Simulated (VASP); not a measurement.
Sn3Te:

```
Te Sn
1.0
     4.83297    0.00000    0.00000
     0.00000    4.83297    0.00000
     0.00000    0.00000    4.83297
Te Sn
1 3
Direct
  0.00000 0.00000 0.00000
  0.00000 0.50000 0.50000
  0.50000 0.00000 0.50000
  0.50000 0.50000 0.00000
```

Base run:

- Program: VASP 6.6.1
- Functional: PBE
- Potentials or basis: VASP PAW PBE potentials, release 64 (Te, Sn_d)
- Cutoff: 520 eV
- k mesh: 6 × 6 × 6
- Occupations: fermi-dirac, width 0.05 eV
- Spin: no spin polarisation

Its results: band gap on the k mesh zero (band 24 reaches 10.80 eV, above the bottom of band 25 at 7.49 eV); pressure 1.2 GPa.

The run is repeated on the same cell with these changes: functional from PBE to r2SCAN. What comes out?

Band gap on the k mesh zero (band 24 reaches 10.89 eV, above the bottom of band 25 at 7.54 eV); pressure 0.6 GPa.

Caveats: spin-orbit coupling is left out, which moves the levels of the heavy elements; the PAW data sets were made with another functional, which shifts forces and pressure a little (some runs).
